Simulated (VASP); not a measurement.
# InP (Fm-3m) in VASP: notebook, part 2 of 2

VASP 6.6.1. Earlier steps stand in the parts before.

**4. Vibrations by perturbation theory, PBEsol**

This run uses another cell than the first one, of 16.42 Å³/atom, 0.893 times its volume.

The input, INCAR:

```
SYSTEM = InP
PREC = Accurate
ENCUT = 520
EDIFF = 1E-8
ISMEAR = -1
SIGMA = 0.15
LREAL = .False.
LASPH = .True.
NELM = 80
ALGO = Normal
ISIF = 2
LWAVE = .False.
LCHARG = .False.
GGA = PS
NBANDS = 16
IBRION = 8
NSW = 1
```

The input, KPOINTS:

```
regular mesh
0
Gamma
  14 14 14
  0 0 0
```

The input, POSCAR:

```
InP
1.0
    0.0000000000      2.5419246956      2.5419246956
    2.5419246956      0.0000000000      2.5419246956
    2.5419246956      2.5419246956      0.0000000000
In P
1 1
Direct
    0.0000000000      0.0000000000      0.0000000000
    0.5000000000      0.5000000000      0.5000000000
```

Potentials or basis: VASP PAW PBE potentials, release 64 (In_d, P).

Command:

```console
> cat potpaw_PBE.64/In_d/POTCAR potpaw_PBE.64/P/POTCAR > POTCAR
> mpirun -np 1 vasp_std > vasp.out
```

OUTCAR:

```text
SYSTEM = InP
   PREC = Accurate
   ENCUT = 520
   EDIFF = 1E-8
   ISMEAR = -1
   LREAL = .False.
   LASPH = .True.
   NELM = 80
   ISIF = 2
   GGA = PS
   IBRION = 8
   NSW = 1

 ion  position               nearest neighbor table
   1  0.000  0.000  0.000-   2 2.54   2 2.54   2 2.54   2 2.54   2 2.54   2 2.54
   2  0.500  0.500  0.500-   1 2.54   1 2.54   1 2.54   1 2.54   1 2.54   1 2.54

  LATTYP: Found a face centered cubic cell.
 ALAT       =     5.0838493912

  Lattice vectors:

 A1 = (   0.0000000000,   2.5419246956,   2.5419246956)
 A2 = (   2.5419246956,   0.0000000000,   2.5419246956)
 A3 = (   2.5419246956,   2.5419246956,   0.0000000000)

Analysis of symmetry for initial positions (statically):
=====================================================================
 Subroutine PRICEL returns:
 Original cell was already a primitive cell.

 Routine SETGRP: Setting up the symmetry group for a
 face centered cubic supercell.

[... 682 lines left out ...]

 INTERNAL STRAIN TENSOR  FOR ION    2  DIRECTION 1   (eV/Angst):
 -----------------------------------------------------------------------------
    -0.06909  0.00000  0.00000
    -0.00000  0.03809  0.00000
     0.00000  0.00000  0.03809

 INTERNAL STRAIN TENSOR FOR ION    2 for displacements in x,y,z  (eV/Angst):
          X           Y           Z          XY          YZ          ZX
  --------------------------------------------------------------------------------
  x     0.00000     0.00000     0.00000     0.00000     0.00000     0.00000
  y     0.00000     0.00000     0.00000     0.00000     0.00000     0.00000
  z     0.00000     0.00000     0.00000     0.00000     0.00000     0.00000

 SECOND DERIVATIVES (NOT SYMMETRIZED)
 ------------------------------------
               1X          1Y          1Z          2X          2Y          2Z
  1X    -7.768151    0.000000    0.000000    7.768151    0.000000    0.000000
  1Y     0.000000   -7.768151    0.000000    0.000000    7.768151    0.000000
  1Z     0.000000    0.000000   -7.768151    0.000000    0.000000    7.768151
  2X     7.779774    0.000000    0.000000   -7.779774    0.000000    0.000000
  2Y     0.000000    7.779774    0.000000    0.000000   -7.779774    0.000000
  2Z     0.000000    0.000000    7.779774    0.000000    0.000000   -7.779774

 Eigenvectors and eigenvalues of the dynamical matrix
 ----------------------------------------------------

   1 f  =    8.827296 THz    55.463539 2PiTHz  294.446911 cm-1    36.506748 meV
             X         Y         Z           dx          dy          dz
      0.000000  0.000000  0.000000     0.000000    0.000000   -0.460652
      2.541925  2.541925  2.541925     0.000000    0.000000    0.887581
[... 21 lines left out ...]
   6 f/i=    0.002698 THz     0.016953 2PiTHz    0.090001 cm-1     0.011159 meV
             X         Y         Z           dx          dy          dz
      0.000000  0.000000  0.000000     0.882192   -0.031648   -0.092383
      2.541925  2.541925  2.541925     0.457856   -0.016425   -0.047946

--------------------------------------------------------------------------------------------------------

 ELASTIC MODULI CONTR FROM IONIC RELAXATION (kBar)
 Direction    XX          YY          ZZ          XY          YZ          ZX
 --------------------------------------------------------------------------------
 XX           0.0000      0.0000      0.0000      0.0000      0.0000      0.0000
 YY           0.0000      0.0000      0.0000      0.0000      0.0000      0.0000
 ZZ           0.0000      0.0000      0.0000      0.0000      0.0000      0.0000
 XY           0.0000      0.0000      0.0000      0.0000      0.0000      0.0000
 YZ           0.0000      0.0000      0.0000      0.0000      0.0000      0.0000
 ZX           0.0000      0.0000      0.0000      0.0000      0.0000      0.0000
 --------------------------------------------------------------------------------
```

OSZICAR:

```text
N       E                     dE             d eps       ncg     rms          rms(c)
DAV:   1     0.108093030478E+03    0.10809E+03   -0.85589E+03  3392   0.145E+03
DAV:   2    -0.233216709794E+01   -0.11043E+03   -0.10535E+03  3688   0.314E+02
DAV:   3    -0.849096467879E+01   -0.61588E+01   -0.60874E+01  4368   0.707E+01
DAV:   4    -0.861743323167E+01   -0.12647E+00   -0.12643E+00  4080   0.987E+00
[... 47 lines left out ...]
RMM:   9    -0.473868035274E-01   -0.40620E-06    0.18807E-07 15675   0.461E-04    0.335E-03
RMM:  10    -0.473868618901E-01   -0.58363E-07    0.73501E-09 14561   0.322E-04    0.425E-05
RMM:  11    -0.473868876521E-01   -0.25762E-07    0.24375E-08 16231   0.117E-04    0.926E-05
RMM:  12    -0.473868747911E-01    0.12861E-07    0.78780E-09 15390   0.463E-05    0.786E-05
RMM:  13    -0.473868670636E-01    0.77275E-08    0.54624E-09 15835   0.250E-05    0.414E-06
 Linear response finished
```

stdout:

```text
POSCAR found type information on POSCAR InP
 POSCAR found :  2 types and       2 ions
 scaLAPACK will be used
 -----------------------------------------------------------------------------
|                                                                             |
|                                                                             |
|     You enforced a specific xc type in the INCAR file but a different       |
|     I HOPE YOU KNOW WHAT YOU ARE DOING!                                     |
|                                                                             |
 -----------------------------------------------------------------------------

 LDA part: xc-table for (Slater+PW92), standard interpolation
 POSCAR, INCAR and KPOINTS ok, starting setup
 FFT: planning ... GRIDC
 FFT: planning ... GRID_SOFT
 FFT: planning ... GRID
 WAVECAR not read
 entering main loop
 Linear response reoptimize wavefunctions to high precision
 Linear response DOF=           2
 Linear response progress:
 first order change of Fermi-energy  -0.52526E-03
 force on displaced ion       1 direction 1 :  -7.768   0.000   0.000
 Linear response progress:
 first order change of Fermi-energy   0.15486E-02
 force on displaced ion       2 direction 1 :  -7.780   0.000   0.000
 Linear response finished
```

Wall time 3.6 min (1 thread of Intel Xeon 6975P-C (Granite Rapids), shared host); peak memory 0.41 GiB.

Results:

- Highest phonon frequency at Γ, LO-TO splitting left out: 294 cm⁻¹

Phonon frequencies in cm⁻¹ (negative: imaginary):
```csv
q point,frequencies
"(0.000, 0.000, 0.000)",0 0 0 294 294 294
```

Caveat: the cell wasn't relaxed at this level first, which shifts response properties; the PAW data sets were made with another functional, which shifts forces and pressure a little; spin-orbit coupling is left out, which moves the levels of the heavy elements.
